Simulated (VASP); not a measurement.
# WC (I4/mmm) in VASP: a series of runs, part 2 of 2

VASP 6.6.1. The steps go on from the part before.

**3. Single point, PBE**

This run uses another cell than the first one, of the same volume but with other edges.

Input file INCAR:

```
PREC = Accurate ; ENCUT = 520
EDIFF = 1E-6 ; ISMEAR = 0
SIGMA = 0.15 ; LREAL = False
LASPH = True ; NELM = 80
ALGO = Normal ; ISIF = 2
LWAVE = False ; LCHARG = False
GGA = PE ; NBANDS = 16
```

Input file KPOINTS:

```
Automatic mesh
0
Gamma
  20 20 20
```

Input file POSCAR:

```
WC
1.0
    0.0000000000      2.0633946440      2.4760735727
    2.0633946440      0.0000000000      2.4760735727
    2.0633946440      2.0633946440      0.0000000000
W C
1 1
Direct
    0.0000000000      0.0000000000      0.0000000000
    0.5000000000      0.5000000000      0.5000000000
```

Potentials or basis: VASP PAW PBE potentials, release 64 (W_sv, C).

Started as:

```bash
$ cat potpaw_PBE.64/W_sv/POTCAR potpaw_PBE.64/C/POTCAR > POTCAR
$ mpirun -np 1 vasp_std > vasp.out
```

OUTCAR:

```text
PREC = Accurate
   ENCUT = 520
   EDIFF = 1E-6
   ISMEAR = 0
   LREAL = False
   LASPH = True
   NELM = 80
   ISIF = 2
   GGA = PE

 ion  position               nearest neighbor table
   1  0.000  0.000  0.000-   2 2.06   2 2.06   2 2.06   2 2.06   2 2.48   2 2.48
   2  0.500  0.500  0.500-   1 2.06   1 2.06   1 2.06   1 2.06   1 2.48   1 2.48

  LATTYP: Found a body centered tetragonal cell.
 ALAT       =     2.9180806901
 C/A-ratio  =     1.6970562748

  Lattice vectors:

 A1 = (  -2.0633946440,   0.0000000000,   2.4760735727)
 A2 = (   2.0633946440,   0.0000000000,   2.4760735727)
 A3 = (   0.0000000000,   2.0633946440,  -2.4760735727)

Analysis of symmetry for initial positions (statically):
=====================================================================
 Subroutine PRICEL returns:
 Original cell was already a primitive cell.

 Routine SETGRP: Setting up the symmetry group for a
 body centered tetragonal supercell.

 Subroutine GETGRP returns: Found 16 space group operations
 (whereof 16 operations were pure point group operations)
 out of a pool of 16 trial point group operations.

The static configuration has the point symmetry D_4h.

Analysis of symmetry for dynamics (positions and initial velocities):
=====================================================================
 Subroutine PRICEL returns:
 Original cell was already a primitive cell.

 Routine SETGRP: Setting up the symmetry group for a
 body centered tetragonal supercell.

 Subroutine GETGRP returns: Found 16 space group operations
 (whereof 16 operations were pure point group operations)
 out of a pool of 16 trial point group operations.

The dynamic configuration has the point symmetry D_4h.

 Subroutine INISYM returns: Found 16 space group operations
 (whereof 16 operations are pure point group operations),
 and found     1 'primitive' translations

----------------------------------------------------------------------------------------
[... 112 lines left out ...]
     AMIX     =   0.40;   BMIX     =  1.00
     AMIX_MAG =   1.60;   BMIX_MAG =  1.00
  volume/ion in A,a.u.               =      10.54        71.14
  Fermi-wavevector in a.u.,A,eV,Ry     =   1.553029  2.934800 32.815887  2.411900
  Thomas-Fermi vector in A             =   2.657319
   LORBIT       =      0    0 simple, 1 ext, 2 COOP (PROOUT), +10 PAW based schemes
   GGA     = PE    functional components
   LHFCALC =     F    Hartree Fock is set to
   AEXX    =    0.0000 exact exchange contribution
   IVDW    =     0    specifies the selected vdW correction
   LEPSILON=     F    determine dielectric tensor
   LRPA    =     F    only Hartree local field effects (RPA)
 non-spin polarized calculation
 Gauss-broadening in eV      SIGMA  =   0.15
  energy-cutoff  :      520.00
  volume of cell :       21.08
 maximum number of plane-waves:       583
   NGX = 11   NGY = 11   NGZ = 11

 number of electron      17.9999999 magnetization

 Free energy of the ion-electron system (eV)
  ---------------------------------------------------
  ext. energy  EPLUGINS =         0.00000000
  ---------------------------------------------------
  free energy    TOTEN  =       -20.91649840 eV

  energy without entropy =      -20.90425446  energy(sigma->0) =      -20.91037643

 E-fermi :  12.2509     XC(G=0): -13.6576

 val. band max:       12.2496410903   @ k =   0.2000   0.1000   0.0500
 cond. band min:      12.2520422017   @ k =   0.3500   0.1000   0.2500
 fundamental gap:      0.0024011114
 Fermi energy:        12.2509227264

 k-point     1 :       0.0000    0.0000    0.0000
  band No.  band energies     occupation
      1     -62.9304      2.00000
      2     -27.0042      2.00000
      3     -26.9466      2.00000
      4     -26.9466      2.00000
      5      -3.5117      2.00000
      6       8.2133      2.00000
[... 433 lines left out ...]
      3     -27.0916      2.00000
      4     -26.9178      2.00000
      5      -0.0157      2.00000
      6       4.0112      2.00000
[... 8 lines left out ...]
     15      24.5819      0.00000
     16      27.1337      0.00000

 [... further k-points ...]

------------------------ aborting loop because EDIFF is reached ----------------------------------------

  FORCE on cell =-STRESS in cart. coord.  units (eV):
  Direction    XX          YY          ZZ          XY          YZ          ZX
  --------------------------------------------------------------------------------------
  -------------------------------------------------------------------------------------
  Total        6.3394380      6.3394380     -3.4383614      0.0000000     -0.0000000     -0.0000000
  in kB      481.7294567    481.7294567   -261.2786758      0.0000000     -0.0000000     -0.0000000
  external PRESSURE =     234.0600792 kB  Pullay stress =       0.0000000 kB

 VOLUME and BASIS-vectors are now :
 -----------------------------------------------------------------------------
  energy-cutoff  :      520.00
  volume of cell :       21.08
      direct lattice vectors                 reciprocal lattice vectors
     0.000000000  2.063394644  2.476073573    -0.242319132  0.242319132  0.201932610
     2.063394644  0.000000000  2.476073573     0.242319132 -0.242319132  0.201932610
     2.063394644  2.063394644  0.000000000     0.242319132  0.242319132 -0.201932610

 POSITION                                       TOTAL-FORCE (eV/Angst)
 -----------------------------------------------------------------------------------
      0.00000      0.00000      0.00000         0.000000      0.000000      0.000000
      2.06339      2.06339      2.47607        -0.000000     -0.000000     -0.000000
 -----------------------------------------------------------------------------------
    total drift:                                0.000000     -0.000000     -0.000000

  FREE ENERGIE OF THE ION-ELECTRON SYSTEM (eV)
  ---------------------------------------------------
  free  energy   TOTEN  =       -20.9164983980 eV

  energy  without entropy=      -20.9042544579  energy(sigma->0) =      -20.91037643
```

stdout:

```text
POSCAR found type information on POSCAR W C
 POSCAR found :  2 types and       2 ions
 scaLAPACK will be used
 LDA part: xc-table for (Slater+PW92), standard interpolation
 POSCAR, INCAR and KPOINTS ok, starting setup
 FFT: planning ... GRIDC
 FFT: planning ... GRID_SOFT
 FFT: planning ... GRID
 WAVECAR not read
 entering main loop
```

Wall time 54 s (1 thread of Intel Xeon 6975P-C (Granite Rapids), shared host); peak memory 0.31 GiB.

Results:

| Item | Value |
| --- | --- |
| Free energy | -20.9165 eV |
| Pressure | 23.4 GPa |
| Band gap on the k mesh | zero (bands 9 and 10 overlap by 3.77 eV) |

Stress tensor (GPa, compression positive):
```
 48.17   0.00   0.00
  0.00  48.17   0.00
  0.00   0.00 -26.13
```

Levels at points of the mesh, in eV from the Fermi level:
```csv
k point,band 5,band 6,band 7,band 8,band 9,band 10,band 11,band 12,band 13,band 14
"(0.00, 0.00, 0.00)",-15.76,-4.04,-2.76,-1.66,-1.66,-1.42,-0.73,-0.73,0.17,8.24
"(0.50, 0.00, 0.00)",-10.91,-9.73,-6.96,-6.63,0.95,1.79,3.03,4.58,6.15,11.29
"(0.50, 0.50, 0.00)",-14.00,-6.49,-5.69,-1.59,-1.59,0.98,2.20,2.20,4.03,9.17
"(0.50, 0.00, 0.50)",-13.62,-5.47,-4.68,-2.71,-2.51,0.48,0.98,3.58,6.84,8.45
```

Caveat: the cell stands under pressure; spin-orbit coupling is left out, which moves the levels of the heavy elements.

**4. Single point, PBE**

This run uses another cell than the first one, of the same volume but with other edges.

Input file INCAR:

```
  ALGO = Normal
  EDIFF = 1E-7
  ENCUT = 520
  GGA = PE
  ISIF = 2
  ISMEAR = 0
  LASPH = T
  LCHARG = F
  LREAL = F
  LWAVE = F
  NBANDS = 16
  NELM = 80
  PREC = Accurate
  SIGMA = 0.15
```

Input file KPOINTS:

```
k-points
0
Gamma
  20 20 20
```

Input file POSCAR:

```
WC
1.0
    0.0000000000      2.3820151171      1.8579717913
    2.3820151171      0.0000000000      1.8579717913
    2.3820151171      2.3820151171      0.0000000000
W C
1 1
Direct
    0.0000000000      0.0000000000      0.0000000000
    0.5000000000      0.5000000000      0.5000000000
```

Started as:

```bash
$ cat potpaw_PBE.64/W_sv/POTCAR potpaw_PBE.64/C/POTCAR > POTCAR
$ mpirun -np 1 vasp_std > vasp.out
```

Run time: 77 s. Hardware: 1 thread of Intel Xeon 6975P-C (Granite Rapids), shared host; peak memory 0.32 GiB.

The run converged. Its results:

- Free energy: -19.4742 eV
- Pressure: 49.7 GPa
- Band gap on the k mesh: zero (bands 9 and 10 overlap by 3.40 eV)

Stress tensor (GPa, compression positive):
```
-23.60   0.00   0.00
  0.00 -23.60   0.00
  0.00   0.00 196.28
```

Levels at points of the mesh, in eV from the Fermi level:
```
           k point  band 6  band 7  band 8  band 9  band 10  band 11  band 12  band 13
(0.00, 0.00, 0.00)   -3.16   -3.16   -2.25   -2.24    -1.55    -1.55    -0.46     0.36
(0.50, 0.00, 0.00)   -9.73   -7.27   -7.22    0.31     2.59     3.90     4.59     6.95
(0.50, 0.50, 0.00)   -5.79   -3.57   -3.57   -2.73     1.71     1.99     1.99     6.36
(0.50, 0.00, 0.50)   -6.26   -5.17   -2.25   -0.67    -0.66     1.27     2.69     4.84
```

Caveat: the cell stands under pressure; spin-orbit coupling is left out, which moves the levels of the heavy elements.

**5. Overview**

| cell | gap on the mesh (eV) | pressure (GPa) |
| --- | --- | --- |
| a = 3.038, b = 3.038, c = 3.274 Å, angles 57.4, 57.4, 65.2°, 2 atoms | none | 21.2 |
| a = 3.223, b = 3.223, c = 2.918 Å, angles 63.1, 63.1, 53.8°, 2 atoms | none | 23.4 |
| a = 3.021, b = 3.021, c = 3.369 Å, angles 56.1, 56.1, 67.8°, 2 atoms | none | 49.7 |

Alike in all rows: task single point; level PBE; potentials or basis VASP PAW PBE potentials, release 64 (W_sv, C); no spin polarisation; k mesh 20 × 20 × 20; cutoff (eV) 520; smearing gaussian 0.15 eV.

Caveats: the cell stands under pressure; spin-orbit coupling is left out, which moves the levels of the heavy elements.

Total energies depend on the potentials used, so only differences within one code and one set of settings carry meaning.
